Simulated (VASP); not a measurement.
# Ti (Fm-3m) in VASP: a series of runs

Ti is run at these levels: LDA, PBEsol, PBE; tasks: single point.

Everything below comes from runs of VASP 6.6.1. Logs are shortened: lines on timing, memory, paths and dates and some standing lists are left out, and cuts for length are marked.

### Step 1. The cell of the first run

The structure is cubic, space group Fm-3m (No. 225). The conventional cell has a = 4.060 Å, b = 4.060 Å, c = 4.060 Å, α = 90.00°, β = 90.00°, γ = 90.00°. Ti (site symmetry m-3m) has 12 Ti at 2.87 Å within 3.8 Å.

### Step 2. Single point, LDA

Input file INCAR:

```
ALGO = Normal
EDIFF = 1E-6
ENCUT = 520
GGA = CA
ISIF = 2
ISMEAR = 1
LASPH = T
LCHARG = F
LREAL = F
LWAVE = F
NBANDS = 12
NELM = 60
PREC = Accurate
SIGMA = 0.2
```

Input file KPOINTS:

```
k-points
0
Gamma
  11 11 11
```

Input file POSCAR:

```
Ti
1.0
    0.0000000000      2.0300000000      2.0300000000
    2.0300000000      0.0000000000      2.0300000000
    2.0300000000      2.0300000000      0.0000000000
Ti
1
Direct
    0.0000000000      0.0000000000      0.0000000000
```

Potentials or basis: VASP PAW LDA potentials, release 64 (Ti_sv).

Started as:

```bash
cat potpaw_LDA.64/Ti_sv/POTCAR > POTCAR
mpirun -np 1 vasp_std > vasp.out
```

OUTCAR:

```text
EDIFF = 1E-6
   ENCUT = 520
   GGA = CA
   ISIF = 2
   ISMEAR = 1
   LASPH = T
   LREAL = F
   NELM = 60
   PREC = Accurate

 ion  position               nearest neighbor table
   1  0.000  0.000  0.000-

  LATTYP: Found a face centered cubic cell.
 ALAT       =     4.0600000000

  Lattice vectors:

 A1 = (   0.0000000000,   2.0300000000,   2.0300000000)
 A2 = (   2.0300000000,   0.0000000000,   2.0300000000)
 A3 = (   2.0300000000,   2.0300000000,   0.0000000000)

Analysis of symmetry for initial positions (statically):
=====================================================================
 Subroutine PRICEL returns:
 Original cell was already a primitive cell.

 Routine SETGRP: Setting up the symmetry group for a
 face centered cubic supercell.

 Subroutine GETGRP returns: Found 48 space group operations
 (whereof 48 operations were pure point group operations)
 out of a pool of 48 trial point group operations.

The static configuration has the point symmetry O_h .

Analysis of symmetry for dynamics (positions and initial velocities):
=====================================================================
 Subroutine PRICEL returns:
 Original cell was already a primitive cell.

 Routine SETGRP: Setting up the symmetry group for a
 face centered cubic supercell.

 Subroutine GETGRP returns: Found 48 space group operations
 (whereof 48 operations were pure point group operations)
 out of a pool of 48 trial point group operations.

The dynamic configuration has the point symmetry O_h .

 Subroutine INISYM returns: Found 48 space group operations
 (whereof 48 operations are pure point group operations),
 and found     1 'primitive' translations

----------------------------------------------------------------------------------------

                                     Primitive cell

  volume of cell :      16.7309

  direct lattice vectors                    reciprocal lattice vectors
     0.000000000  2.030000000  2.030000000    -0.246305419  0.246305419  0.246305419
     2.030000000  0.000000000  2.030000000     0.246305419 -0.246305419  0.246305419
     2.030000000  2.030000000  0.000000000     0.246305419  0.246305419 -0.246305419

  length of vectors
     2.870853532  2.870853532  2.870853532     0.426613499  0.426613499  0.426613499

  position of ions in fractional coordinates (direct lattice)
     0.000000000  0.000000000  0.000000000

  ion indices of the primitive-cell ions
   primitive index   ion index
                 1           1
[... 68 lines left out ...]
   LSORBIT =      F    spin-orbit coupling
   LASPH  =      T    aspherical Exc in radial PAW
   ENCUT  =  520.0 eV  38.22 Ry    6.18 a.u.   5.34  5.34  5.34*2*pi/ulx,y,z
   NELM   =     60;   NELMIN=  2; NELMDL= -5     # of ELM steps
   EDIFF  = 0.1E-05   stopping-criterion for ELM
   LREAL  =      F    real-space projection
[... 7 lines left out ...]
   TEBEG  =    0.0;   TEEND  =   0.0 temperature during run
   PSTRESS=    0.0 pullay stress
   NELECT =      12.0000    total number of electrons
   NUPDOWN=      -1.0000    fix difference up-down
   EMIN   =  10.00;   EMAX   =-10.00  energy-range for DOS
   EFERMI =   0.00;   METHOD = LEGACY
   ISMEAR =     1;   SIGMA  =   0.20  broadening in eV -4-tet -1-fermi 0-gaus
   EFERMI_NEDOS =   21; number of points for ismear=-14 and -15
   IALGO  =     38    algorithm
   IMIX   =      4    mixing-type and parameters
     AMIX     =   0.40;   BMIX     =  1.00
     AMIX_MAG =   1.60;   BMIX_MAG =  1.00
  volume/ion in A,a.u.               =      16.73       112.91
  Fermi-wavevector in a.u.,A,eV,Ry     =   1.465421  2.769245 29.217967  2.147460
  Thomas-Fermi vector in A             =   2.581280
   LORBIT       =      0    0 simple, 1 ext, 2 COOP (PROOUT), +10 PAW based schemes
   GGA     = CA    functional components
   LHFCALC =     F    Hartree Fock is set to
   AEXX    =    0.0000 exact exchange contribution
   IVDW    =     0    specifies the selected vdW correction
   LEPSILON=     F    determine dielectric tensor
   LRPA    =     F    only Hartree local field effects (RPA)
 non-spin polarized calculation
 Methfessel and Paxton  Order N= 1 SIGMA  =   0.20
  energy-cutoff  :      520.00
  volume of cell :       16.73
 maximum number of plane-waves:       463
 NGX is ok and might be reduce to    24
   NGX = 11   NGY = 11   NGZ = 11

 number of electron      12.0000002 magnetization

 Free energy of the ion-electron system (eV)
  ---------------------------------------------------
  ext. energy  EPLUGINS =         0.00000000
  ---------------------------------------------------
  free energy    TOTEN  =        -8.49137157 eV

  energy without entropy =       -8.49629379  energy(sigma->0) =       -8.49301231

 E-fermi :   8.3916     XC(G=0): -11.9632

 val. band max:        8.3188189363   @ k =   0.1818   0.1818   0.0000
 cond. band min:       8.4064949906   @ k =   0.2727   0.0000   0.0000
 fundamental gap:      0.0876760542
 Fermi energy:         8.3916131509

 k-point     1 :       0.0000    0.0000    0.0000
  band No.  band energies     occupation
      1     -47.5654      2.00000
      2     -23.7472      2.00000
      3     -23.7472      2.00000
      4     -23.7472      2.00000
      5       2.2826      2.00000
      6       9.2587     -0.00000
      7       9.2587     -0.00000
      8       9.2587     -0.00000
      9      10.9484     -0.00000
     10      10.9484     -0.00000
     11      23.9429      0.00000
     12      28.5119      0.00000
[... 331 lines left out ...]
 k-point    24 :      -0.1818    0.1818    0.0000
  band No.  band energies     occupation
      1     -47.4659      2.00000
      2     -24.1793      2.00000
      3     -23.9246      2.00000
      4     -23.7966      2.00000
      5       4.8149      2.00000
      6       8.1705      2.06580
      7       9.1694     -0.00000
      8      10.1443     -0.00000
      9      10.1903     -0.00000
     10      11.9788     -0.00000
     11      22.2534      0.00000
     12      22.7880      0.00000

 [... further k-points ...]
[... 5 lines left out ...]
  --------------------------------------------------------------------------------------
  -------------------------------------------------------------------------------------
  Total       -0.5527566     -0.5527566     -0.5527566     -0.0000000      0.0000000      0.0000000
  in kB      -52.9329866    -52.9329866    -52.9329866     -0.0000000      0.0000000      0.0000000
  external PRESSURE =     -52.9329866 kB  Pullay stress =       0.0000000 kB

 VOLUME and BASIS-vectors are now :
 -----------------------------------------------------------------------------
  energy-cutoff  :      520.00
  volume of cell :       16.73
      direct lattice vectors                 reciprocal lattice vectors
     0.000000000  2.030000000  2.030000000    -0.246305419  0.246305419  0.246305419
     2.030000000  0.000000000  2.030000000     0.246305419 -0.246305419  0.246305419
     2.030000000  2.030000000  0.000000000     0.246305419  0.246305419 -0.246305419

 POSITION                                       TOTAL-FORCE (eV/Angst)
 -----------------------------------------------------------------------------------
      0.00000      0.00000      0.00000         0.000000      0.000000      0.000000
 -----------------------------------------------------------------------------------
    total drift:                               -0.000000     -0.000000     -0.000000

  FREE ENERGIE OF THE ION-ELECTRON SYSTEM (eV)
  ---------------------------------------------------
  free  energy   TOTEN  =        -8.4913715708 eV

  energy  without entropy=       -8.4962937928  energy(sigma->0) =       -8.49301231
```

stdout:

```text
POSCAR found type information on POSCAR Ti
 POSCAR found :  1 types and       1 ions
 scaLAPACK will be used
 LDA part: xc-table for (Slater(with rela. corr.)+CA(PZ))
 , standard interpolation
 POSCAR, INCAR and KPOINTS ok, starting setup
 FFT: planning ... GRIDC
 FFT: planning ... GRID_SOFT
 FFT: planning ... GRID
 WAVECAR not read
 entering main loop
```

It took 8.8 s on 1 thread of AMD EPYC 9R45 (Zen 5), shared host; peak memory 0.1 GiB.

Results:

```
Free energy            : -8.4914 eV
Pressure               : -5.3 GPa
Band gap on the k mesh : zero (band 6 reaches 9.26 eV, above the bottom of band 7 at 8.10 eV)
```

Levels at points of the mesh, in eV from the Fermi level:
```
           k point  band 3  band 4  band 5  band 6  band 7  band 8  band 9  band 10
(0.00, 0.00, 0.00)  -32.14  -32.14   -6.11    0.87    0.87    0.87    2.56     2.56
```

### Step 3. Single point, LDA

Input file INCAR:

```
  ALGO = Fast
  EDIFF = 1E-6
  ENCUT = 520
  ISIF = 2
  ISMEAR = 0
  LASPH = T
  LCHARG = F
  LREAL = F
  LWAVE = F
  NBANDS = 12
  NELM = 60
  PREC = Accurate
  SIGMA = 0.02
```

KPOINTS is that of step 2.

POSCAR is that of step 2.

Potentials or basis: VASP PAW LDA potentials, release 64 (Ti_sv).

Started as:

```bash
cat potpaw_LDA.64/Ti_sv/POTCAR > POTCAR
mpirun -np 1 vasp_std > vasp.out
```

Run time: 17 s. Hardware: 1 thread of AMD EPYC 9R45 (Zen 5), shared host; peak memory 0.1 GiB.

The run converged. Its results:

```
Free energy            : -8.4951 eV
Pressure               : -5.5 GPa
Band gap on the k mesh : zero (band 6 reaches 9.27 eV, above the bottom of band 7 at 8.11 eV)
```

Levels at points of the mesh, in eV from the Fermi level:
| k point | band 3 | band 4 | band 5 | band 6 | band 7 | band 8 | band 9 | band 10 |
| --- | --- | --- | --- | --- | --- | --- | --- | --- |
| (0.00, 0.00, 0.00) | -32.08 | -32.08 | -6.06 | 0.92 | 0.92 | 0.92 | 2.61 | 2.61 |

### Step 4. Single point, PBEsol

Input file INCAR:

```
PREC = Accurate
ENCUT = 520
EDIFF = 1E-6
ISMEAR = 0
SIGMA = 0.02
LREAL = F
LASPH = T
NELM = 100
ALGO = Fast
ISIF = 2
LWAVE = F
LCHARG = T
GGA = PS
LELF = T
LVHAR = T
NBANDS = 12
```

Input file KPOINTS:

```
regular mesh
0
Gamma
  11 11 11
```

POSCAR is that of step 3.

Potentials or basis: VASP PAW PBE potentials, release 64 (Ti_sv).

Started as:

```bash
cat potpaw_PBE.64/Ti_sv/POTCAR > POTCAR
mpirun -np 1 vasp_std > vasp.out
```

Wall time 19 s (1 thread of AMD EPYC 9R45 (Zen 5), shared host); peak memory 0.11 GiB.

The run converged. Its results:

```yaml
Free_energy: -8.2891 eV
Pressure: -1.2 GPa
Band_gap_on_the_k_mesh: zero (band 6 reaches 9.41 eV, above the bottom of band 7 at 8.22 eV)
```

Levels at points of the mesh, in eV from the Fermi level:
```tsv
k point	band 2	band 3	band 4	band 5	band 6	band 7	band 8	band 9	band 10	band 11
(0.00, 0.00, 0.00)	-32.28	-32.28	-32.28	-6.17	0.93	0.93	0.93	2.64	2.64	15.49
```

Caveat: the PAW data sets were made with another functional, which shifts forces and pressure a little.

### Step 5. Single point, PBE

Input file INCAR:

```
SYSTEM = Ti
PREC = Accurate ; ENCUT = 520
EDIFF = 1E-6 ; ISMEAR = 0
SIGMA = 0.05 ; LREAL = .FALSE.
LASPH = .TRUE. ; NELM = 60
ALGO = Fast ; ISIF = 2
LWAVE = .FALSE. ; LCHARG = .FALSE.
GGA = PE ; NBANDS = 12
```

Input file KPOINTS:

```
regular mesh
0
G
  11 11 11
  0 0 0
```

POSCAR is that of step 4.

Started as:

```bash
cat potpaw_PBE.64/Ti_sv/POTCAR > POTCAR
mpirun -np 1 vasp_std > vasp.out
```

Wall time 18 s (1 thread of AMD EPYC 9R45 (Zen 5), shared host); peak memory 0.11 GiB.

Results (log left out):

- Free energy: -7.7760 eV
- Pressure: 3.5 GPa
- Band gap on the k mesh: zero (band 6 reaches 9.54 eV, above the bottom of band 7 at 8.35 eV)

Levels at points of the mesh, in eV from the Fermi level:
```
           k point  band 3  band 4  band 5  band 6  band 7  band 8  band 9  band 10
(0.00, 0.00, 0.00)  -32.43  -32.43   -6.18    0.92    0.92    0.92    2.64     2.64
```

### Step 6. Single point, LDA

Input file INCAR:

```
PREC     = Accurate       # precision mode
ENCUT    = 520            # plane-wave cutoff, eV
EDIFF    = 1E-6           # SCF threshold, eV
ISMEAR   = -1             # smearing method
SIGMA    = 0.05           # smearing width, eV
LREAL    = F              # projectors in reciprocal space
LASPH    = T              # aspherical terms in the spheres
NELM     = 60             # most SCF steps
ALGO     = Normal         # electronic algorithm
ISIF     = 2              # what is computed and relaxed
LWAVE    = F              # write WAVECAR
LCHARG   = T              # write CHGCAR
LELF     = T              # ELF
LVHAR    = T            
NBANDS   = 12             # bands
```

Input file KPOINTS:

```
Automatic mesh
0
Gamma
  11 11 11
```

POSCAR is that of step 5.

Potentials or basis: VASP PAW LDA potentials, release 64 (Ti_sv).

Started as:

```bash
cat potpaw_LDA.64/Ti_sv/POTCAR > POTCAR
mpirun -np 1 vasp_std > vasp.out
```

Run time: 3.9 s. Hardware: 1 thread of Intel Xeon 6975P-C (Granite Rapids), shared host; peak memory 0.13 GiB.

Results (log left out):

```yaml
Free_energy: -8.4985 eV
Pressure: -5.2 GPa
Band_gap_on_the_k_mesh: zero (band 6 reaches 9.26 eV, above the bottom of band 7 at 8.11 eV)
```

Levels at points of the mesh, in eV from the Fermi level:
| k point | band 4 | band 5 | band 6 | band 7 | band 8 | band 9 |
| --- | --- | --- | --- | --- | --- | --- |
| (0.00, 0.00, 0.00) | -32.13 | -6.11 | 0.87 | 0.87 | 0.87 | 2.56 |

### Step 7. Overview

| level | potentials or basis | smearing | gap on the mesh (eV) | pressure (GPa) |
| --- | --- | --- | --- | --- |
| LDA | VASP PAW LDA potentials, release 64 (Ti_sv) | methfessel-paxton 0.2 eV | none | -5.3 |
| LDA | VASP PAW LDA potentials, release 64 (Ti_sv) | gaussian 0.02 eV | none | -5.5 |
| PBEsol | VASP PAW PBE potentials, release 64 (Ti_sv) | gaussian 0.02 eV | none | -1.2 |
| PBE | VASP PAW PBE potentials, release 64 (Ti_sv) | gaussian 0.05 eV | none | 3.5 |
| LDA | VASP PAW LDA potentials, release 64 (Ti_sv) | fermi-dirac 0.05 eV | none | -5.2 |

Alike in all rows: task single point; no spin polarisation; cell as given; k mesh 11 × 11 × 11; cutoff (eV) 520.

Caveats: the PAW data sets were made with another functional, which shifts forces and pressure a little (some runs).

Total energies depend on the potentials used, so only differences within one code and one set of settings carry meaning.
